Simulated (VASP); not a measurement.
Set up this calculation in VASP 6.6.1, as the native input.

- Task: single point
- Functional: PBE
- Potentials or basis: VASP PAW PBE potentials, release 64 (Si, N)
- Cutoff: 520 eV
- k mesh: 8 × 8 × 8
- Occupations: gaussian, width 0.1 eV
- Spin: collinear spin, ferromagnetic start
- Starting moments: [0.0, 0.0, 0.0, 0.0, 0.0, 0.0, 0.0, 0.0, 1.0] μB
- Dipole correction: no
- Further INCAR settings: ALGO = Fast; EDIFF = 1e-06; NBANDS = 32

The structure of Si8N lies in POSCAR:

```
Si8N
1.0
   -6.0341275546      6.0341275546      1.2670396702
    6.0341275546     -6.0341275546      1.2670396702
    6.0341275546      6.0341275546     -1.2670396702
Si N
8 1
Direct
    0.0000000000      0.6358981298      0.6358981298
    0.0000000000      0.3641018702      0.3641018702
    0.3641018702      0.0000000000      0.3641018702
    0.6358981298      0.0000000000      0.6358981298
    0.0000000000      0.1527355088      0.1527355088
    0.0000000000      0.8472644912      0.8472644912
    0.8472644912      0.0000000000      0.8472644912
    0.1527355088      0.0000000000      0.1527355088
    0.0000000000      0.0000000000      0.0000000000
```

The cell was built from a structure type or drawn by symmetry, and may not be a known phase.

The input as run:

INCAR

```
SYSTEM = Si8N
  ALGO = Fast
  EDIFF = 1E-6
  ENCUT = 520
  GGA = PE
  ISIF = 2
  ISMEAR = 0
  ISPIN = 2
  LASPH = .TRUE.
  LCHARG = .FALSE.
  LORBIT = 11
  LREAL = .FALSE.
  LWAVE = .FALSE.
  MAGMOM = 0 0 0 0 0 0 0 0 1
  NBANDS = 32
  NELM = 150
  PREC = Accurate
  SIGMA = 0.1
```

KPOINTS

```
k-points
0
G
  8 8 8
  0 0 0
```

Potentials or basis: VASP PAW PBE potentials, release 64 (Si, N).

Launch:

```bash
$ cat potpaw_PBE.64/Si/POTCAR potpaw_PBE.64/N/POTCAR > POTCAR
$ mpirun -np 1 vasp_std > vasp.out
```

Results of the run:

```json
{"Pressure": "-0.4 GPa", "Largest force": "0.498 eV/Å", "Net moment": "0.00 μB per cell", "Valence electrons inside the program's atomic spheres": "Si 1.58, 1.56 (each value once); N 3.87"}
```

Run time: 56 min on 1 thread of Oxide Virtual Turin-like Processor (shared host), peak memory 0.99 GiB.
